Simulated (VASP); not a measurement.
# BAs (I4_1md) in VASP: single point with PBE

Aim: the single point of BAs with PBE.

All numbers are computed with VASP 6.6.1; they aren't measurements. Logs are shortened: lines on timing, memory, paths and dates and some standing lists are left out, and cuts for length are marked.

## Step 1: The cell of the first run

It takes space group I4_1md (No. 109, tetragonal). Conventional cell: a = 3.409 Å, b = 3.409 Å, c = 11.867 Å, α = 90.00°, β = 90.00°, γ = 90.00°. B (site symmetry 2mm) has 3 As at 1.95 to 2.01 Å within 2.6 Å. As (site symmetry 2mm) has 3 B at 1.95 to 2.01 Å within 2.6 Å.

The cell was generated, and may not be a known phase.

## Step 2: Single point, PBE

Input file INCAR:

```
PREC = Accurate
ENCUT = 560
EDIFF = 1E-6
ISMEAR = 0
SIGMA = 0.1
LREAL = False
LASPH = True
NELM = 120
ALGO = Normal
ISIF = 2
LWAVE = False
LCHARG = False
GGA = PE
NBANDS = 26
GGA_COMPAT = False
```

Input file KPOINTS:

```
Automatic mesh
0
Gamma
  18 18 18
```

Input file POSCAR:

```
BAs
1.0
   -1.7045584140      1.7045584140      5.9333667354
    1.7045584140     -1.7045584140      5.9333667354
    1.7045584140      1.7045584140     -5.9333667354
B As
2 2
Direct
    0.5847639548      0.5847639548      0.0000000000
    0.3347639548      0.8347639548      0.5000000000
    0.4152360452      0.4152360452      0.0000000000
    0.1652360452      0.6652360452      0.5000000000
```

Potentials or basis: VASP PAW PBE potentials, release 64 (B, As_d).

Command:

```bash
> cat potpaw_PBE.64/B/POTCAR potpaw_PBE.64/As_d/POTCAR > POTCAR
> mpirun -np 1 vasp_std > vasp.out
```

OUTCAR:

```text
PREC = Accurate
   ENCUT = 560
   EDIFF = 1E-6
   ISMEAR = 0
   LREAL = False
   LASPH = True
   NELM = 120
   ISIF = 2
   GGA = PE

 ion  position               nearest neighbor table
   1  0.585  0.585  0.000-   4 1.95   4 1.95   3 2.01
   2  0.335  0.835  0.500-   3 1.95   3 1.95   4 2.01
   3  0.415  0.415  0.000-   2 1.95   2 1.95   1 2.01
   4  0.165  0.665  0.500-   1 1.95   1 1.95   2 2.01

  LATTYP: Found a body centered tetragonal cell.
 ALAT       =     3.4091168280
 C/A-ratio  =     3.4808820200

  Lattice vectors:

 A1 = (  -1.7045584140,   1.7045584140,   5.9333667354)
 A2 = (   1.7045584140,  -1.7045584140,   5.9333667354)
 A3 = (   1.7045584140,   1.7045584140,  -5.9333667354)

Analysis of symmetry for initial positions (statically):
=====================================================================
 Subroutine PRICEL returns:
 Original cell was already a primitive cell.

 Routine SETGRP: Setting up the symmetry group for a
 body centered tetragonal supercell.

 Subroutine GETGRP returns: Found  8 space group operations
 (whereof  4 operations were pure point group operations)
 out of a pool of 16 trial point group operations.

The static configuration has the point symmetry C_2v.
 The point group associated with its full space group is C_4v.

Analysis of symmetry for dynamics (positions and initial velocities):
=====================================================================
 Subroutine PRICEL returns:
 Original cell was already a primitive cell.

 Routine SETGRP: Setting up the symmetry group for a
 body centered tetragonal supercell.

 Subroutine GETGRP returns: Found  8 space group operations
 (whereof  4 operations were pure point group operations)
 out of a pool of 16 trial point group operations.

The dynamic configuration has the point symmetry C_2v.
 The point group associated with its full space group is C_4v.

 Subroutine INISYM returns: Found  8 space group operations
 (whereof  4 operations are pure point group operations),
 and found     1 'primitive' translations

----------------------------------------------------------------------------------------

                                     Primitive cell

  volume of cell :      68.9580

  direct lattice vectors                    reciprocal lattice vectors
    -1.704558414  1.704558414  5.933366735     0.000000000  0.293331103  0.084269189
     1.704558414 -1.704558414  5.933366735     0.293331103  0.000000000  0.084269189
     1.704558414  1.704558414 -5.933366735     0.293331103  0.293331103  0.000000000

  length of vectors
     6.404364105  6.404364105  6.404364105     0.305195728  0.305195728  0.414832824

  position of ions in fractional coordinates (direct lattice)
     0.584763955  0.584763955  0.000000000
     0.334763955  0.834763955  0.500000000
     0.415236045  0.415236045  0.000000000
     0.165236045  0.665236045  0.500000000

  ion indices of the primitive-cell ions
   primitive index   ion index
                 1           1
                 2           2
                 3           3
                 4           4

----------------------------------------------------------------------------------------

 KPOINTS: Automatic mesh

Automatic generation of k-mesh.
 Grid dimensions read from file:
 generate k-points for:   18   18   18

 Generating k-lattice:

  Cartesian coordinates                     Fractional coordinates (reciprocal lattice)
     0.000000000  0.016296172  0.004681622     0.055555556  0.000000000 -0.000000000
     0.016296172  0.000000000  0.004681622     0.000000000  0.055555556 -0.000000000
     0.016296172  0.016296172  0.000000000     0.000000000  0.000000000  0.055555556

  Length of vectors
     0.016955318  0.016955318  0.023046268

  Shift w.r.t. Gamma in fractional coordinates (k-lattice)
     0.000000000  0.000000000  0.000000000

 Subroutine IBZKPT returns following result:
 ===========================================

 Found    480 irreducible k-points:

 Following reciprocal coordinates:
            Coordinates               Weight
  0.000000  0.000000  0.000000      1.000000
  0.055556  0.000000 -0.000000      8.000000
  0.111111  0.000000 -0.000000      8.000000
  0.166667  0.000000  0.000000      8.000000
  0.222222  0.000000 -0.000000      8.000000
  0.277778  0.000000  0.000000      8.000000
[... 16 lines left out ...]
 -0.277778  0.055556  0.000000     16.000000
 -0.222222  0.055556  0.000000     16.000000
 [... further k-points ...]
   k-points           NKPTS =    480   k-points in BZ     NKDIM =    480   number of bands    NBANDS=     26
   number of dos      NEDOS =    301   number of ions     NIONS =      4
   total plane-waves  NPLWV = 125000
   dimension x,y,z NGX =    50 NGY =   50 NGZ =   50
   dimension x,y,z NGXF=   100 NGYF=  100 NGZF=  100
   ions per type =               2   2
   NGX,Y,Z   is equivalent  to a cutoff of  12.98, 12.98, 12.98 a.u.
   NGXF,Y,Z  is equivalent  to a cutoff of  25.96, 25.96, 25.96 a.u.
 SYSTEM =  unknown system
   PREC   = accura    normal or accurate (medium, high low for compatibility)
   ISTART =      0    job   : 0-new  1-cont  2-samecut
   ICHARG =      2    charge: 1-file 2-atom 10-const
   ISPIN  =      1    spin polarized calculation?
   LNONCOLLINEAR =      F non collinear calculations
   LSORBIT =      F    spin-orbit coupling
   LASPH  =      T    aspherical Exc in radial PAW
   ENCUT  =  560.0 eV  41.16 Ry    6.42 a.u.  12.36 12.36 12.36*2*pi/ulx,y,z
   NELM   =    120;   NELMIN=  2; NELMDL= -5     # of ELM steps
   EDIFF  = 0.1E-05   stopping-criterion for ELM
   LREAL  =      F    real-space projection
   EDIFFG = 0.1E-04   stopping-criterion for IOM
   NSW    =      0    number of steps for IOM
   IBRION =     -1    ionic relax: 0-MD 1-quasi-New 2-CG
   NFREE  =      0    steps in history (QN), initial steepest desc. (CG)
   ISIF   =      2    stress and relaxation
   ISYM   =      2    0-nonsym 1-usesym 2-fastsym
   POTIM  = 0.5000    time-step for ionic-motion
   TEBEG  =    0.0;   TEEND  =   0.0 temperature during run
   PSTRESS=    0.0 pullay stress
   NELECT =      36.0000    total number of electrons
   NUPDOWN=      -1.0000    fix difference up-down
   EMIN   =  10.00;   EMAX   =-10.00  energy-range for DOS
   EFERMI =   0.00;   METHOD = LEGACY
   ISMEAR =     0;   SIGMA  =   0.10  broadening in eV -4-tet -1-fermi 0-gaus
   EFERMI_NEDOS =   21; number of points for ismear=-14 and -15
   IALGO  =     38    algorithm
   IMIX   =      4    mixing-type and parameters
     AMIX     =   0.40;   BMIX     =  1.00
     AMIX_MAG =   1.60;   BMIX_MAG =  1.00
  volume/ion in A,a.u.               =      17.24       116.34
  Fermi-wavevector in a.u.,A,eV,Ry     =   1.318198  2.491033 23.642112  1.737646
  Thomas-Fermi vector in A             =   2.448185
   LORBIT       =      0    0 simple, 1 ext, 2 COOP (PROOUT), +10 PAW based schemes
   GGA     = PE    functional components
   LHFCALC =     F    Hartree Fock is set to
   AEXX    =    0.0000 exact exchange contribution
   IVDW    =     0    specifies the selected vdW correction
   LEPSILON=     F    determine dielectric tensor
   LRPA    =     F    only Hartree local field effects (RPA)
 non-spin polarized calculation
 Gauss-broadening in eV      SIGMA  =   0.10
  energy-cutoff  :      560.00
  volume of cell :       68.96
 maximum number of plane-waves:      2115
 NGX is ok and might be reduce to    50
   NGX = 25   NGY = 25   NGZ = 25

 number of electron      35.9999991 magnetization

 Free energy of the ion-electron system (eV)
  ---------------------------------------------------
  ext. energy  EPLUGINS =         0.00000000
  ---------------------------------------------------
  free energy    TOTEN  =       -20.59930343 eV

  energy without entropy =      -20.59411082  energy(sigma->0) =      -20.59670713

 E-fermi :   2.9263     XC(G=0):  -9.8789

 val. band max:        2.9235827408   @ k =  -0.3333   0.0556   0.0000
 cond. band min:       2.9295947689   @ k =   0.5000   0.1667   0.0000
 fundamental gap:      0.0060120281
 Fermi energy:         2.9262814611

 k-point     1 :       0.0000    0.0000    0.0000
  band No.  band energies     occupation
      1     -33.0839      2.00000
      2     -33.0817      2.00000
      3     -33.0512      2.00000
      4     -33.0512      2.00000
      5     -33.0308      2.00000
      6     -33.0300      2.00000
[... 18 lines left out ...]
     25       8.5845      0.00000
     26      10.4477      0.00000

 k-point     2 :       0.0556    0.0000   -0.0000
  band No.  band energies     occupation
      1     -33.0838      2.00000
      2     -33.0815      2.00000
      3     -33.0513      2.00000
      4     -33.0512      2.00000
      5     -33.0306      2.00000
      6     -33.0301      2.00000
[... 18 lines left out ...]
     25       8.6555      0.00000
     26      10.4221      0.00000

 k-point     3 :       0.1111    0.0000   -0.0000
  band No.  band energies     occupation
      1     -33.0834      2.00000
      2     -33.0811      2.00000
      3     -33.0514      2.00000
      4     -33.0512      2.00000
      5     -33.0303      2.00000
      6     -33.0302      2.00000
[... 18 lines left out ...]
     25       9.2093      0.00000
     26      10.3666      0.00000

 k-point     4 :       0.1667    0.0000    0.0000
  band No.  band energies     occupation
      1     -33.0829      2.00000
      2     -33.0804      2.00000
      3     -33.0517      2.00000
      4     -33.0512      2.00000
      5     -33.0306      2.00000
      6     -33.0298      2.00000
[... 18 lines left out ...]
     25       9.7293      0.00000
     26      10.7003      0.00000
[... 496 lines left out ...]
      1     -33.0814      2.00000
      2     -33.0769      2.00000
      3     -33.0525      2.00000
      4     -33.0512      2.00000
      5     -33.0320      2.00000
      6     -33.0310      2.00000
[... 18 lines left out ...]
     25      10.7041      0.00000
     26      10.9569      0.00000

 k-point    23 :      -0.2778    0.0556    0.0000
  band No.  band energies     occupation
      1     -33.0818      2.00000
      2     -33.0781      2.00000
      3     -33.0523      2.00000
      4     -33.0512      2.00000
      5     -33.0316      2.00000
      6     -33.0307      2.00000
[... 18 lines left out ...]
     25      10.0273      0.00000
     26      10.7530      0.00000

 k-point    24 :      -0.2222    0.0556    0.0000
  band No.  band energies     occupation
      1     -33.0822      2.00000
      2     -33.0792      2.00000
      3     -33.0519      2.00000
      4     -33.0512      2.00000
      5     -33.0311      2.00000
      6     -33.0303      2.00000
[... 18 lines left out ...]
     25       9.7861      0.00000
     26      10.6642      0.00000

 [... further k-points ...]
[... 5 lines left out ...]
  --------------------------------------------------------------------------------------
  -------------------------------------------------------------------------------------
  Total       -0.0625984     -0.0625984     -0.1113461      0.0000000      0.0000000      0.0000000
  in kB       -1.4544177     -1.4544177     -2.5870245      0.0000000      0.0000000      0.0000000
  external PRESSURE =      -1.8319533 kB  Pullay stress =       0.0000000 kB

 VOLUME and BASIS-vectors are now :
 -----------------------------------------------------------------------------
  energy-cutoff  :      560.00
  volume of cell :       68.96
      direct lattice vectors                 reciprocal lattice vectors
    -1.704558414  1.704558414  5.933366735     0.000000000  0.293331103  0.084269189
     1.704558414 -1.704558414  5.933366735     0.293331103  0.000000000  0.084269189
     1.704558414  1.704558414 -5.933366735     0.293331103  0.293331103  0.000000000

 POSITION                                       TOTAL-FORCE (eV/Angst)
 -----------------------------------------------------------------------------------
      0.00000      0.00000      6.93924        -0.000000     -0.000000      0.007603
      1.70456      0.00000      3.97255         0.000000      0.000000      0.007603
      0.00000      0.00000      4.92750        -0.000000      0.000000     -0.007603
      1.70456      0.00000      1.96081         0.000000     -0.000000     -0.007603
 -----------------------------------------------------------------------------------
    total drift:                                0.000001      0.000001      0.000591

  FREE ENERGIE OF THE ION-ELECTRON SYSTEM (eV)
  ---------------------------------------------------
  free  energy   TOTEN  =       -20.5993034334 eV

  energy  without entropy=      -20.5941108172  energy(sigma->0) =      -20.59670713
```

Run time: 24 min. Hardware: 1 thread of Intel Xeon 6975P-C (Granite Rapids), shared host; peak memory 0.95 GiB.

Results:

* Free energy: -20.5993 eV
* Pressure: -0.2 GPa
* Largest force: 0.008 eV/Å
* Band gap on the k mesh: zero (bands 18 and 19 overlap by 2.49 eV)

Forces in eV/Å, atoms in the order of the input:
```
B    0.000  0.000  0.008
B    0.000  0.000  0.008
As   0.000  0.000 -0.008
As   0.000  0.000 -0.008
```

Stress tensor (GPa, compression positive):
```
-0.15  0.00  0.00
 0.00 -0.15  0.00
 0.00  0.00 -0.26
```
